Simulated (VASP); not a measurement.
CaTeI3:

```
Ca Te I
1.0
     4.81418    2.77947    3.84226
    -4.81418    2.77947    3.84226
     0.00000   -5.55893    3.84226
Ca Te I
1 1 3
Direct
  0.81043 0.81043 0.81043
  0.54020 0.54020 0.54020
  0.05786 0.55476 0.55476
  0.55476 0.55476 0.05786
  0.55476 0.05786 0.55476
```

The cell was generated, and may not be a known phase.

- Program: VASP 6.6.1
- Task: relaxation of cell and atoms
- Functional: PBE
- Potentials or basis: VASP PAW PBE potentials, release 64 (Ca_sv, Te, I)
- Cutoff: 600 eV
- k mesh: 6 × 6 × 6
- Occupations: gaussian, width 0.1 eV
- Spin: no spin polarisation

At the start: pressure -0.3 GPa; volume 61.70 Å³/atom.

Task: Where does the relaxation end?

Result: Over 20 steps the energy falls by 8.7 meV/atom and the volume is 58.42 Å³/atom (-5.3 %); space group R3m (No. 160, to 0.1 Å) before and after.

Step by step:
```tsv
step	energy change (eV)	largest force (eV/Å)	pressure (GPa)	volume (Å³)
1	0.0000	0.2678	-0.32	308.48
2	-0.0123	0.1937	-0.09	303.03
3	-0.0161	0.2863	0.15	298.04
4	-0.0260	0.2376	0.11	296.65
5	-0.0392	0.1202	0.02	292.48
6	-0.0418	0.0193	-0.03	292.69
7	-0.0421	0.0367	-0.06	292.79
8	-0.0426	0.0394	0.03	291.36
9	-0.0426	0.0385	0.03	291.50
10	-0.0428	0.0244	0.01	291.68
11	-0.0430	0.0177	0.01	291.90
12	-0.0430	0.0334	-0.01	292.34
13	-0.0430	0.0242	0.00	292.09
14	-0.0432	0.0199	-0.01	292.27
15	-0.0433	0.0377	-0.04	292.64
16	-0.0434	0.0322	-0.03	292.49
17	-0.0435	0.0168	0.00	292.04
18	-0.0435	0.0158	0.00	292.00
19	-0.0435	0.0129	0.01	292.03
20	-0.0435	0.0041	0.01	292.12
```

Final structure:
```
Ca Te I
1.0
     4.66239    2.69183    3.87926
    -4.66239    2.69183    3.87926
     0.00000   -5.38366    3.87926
Ca Te I
1 1 3
Direct
  0.81583 0.81583 0.81583
  0.54809 0.54809 0.54809
  0.05880 0.54764 0.54764
  0.54764 0.54764 0.05880
  0.54764 0.05880 0.54764
```

Caveat: an odd number of electrons without spin polarisation forces a metal; a magnetic or distorted state may lie lower.
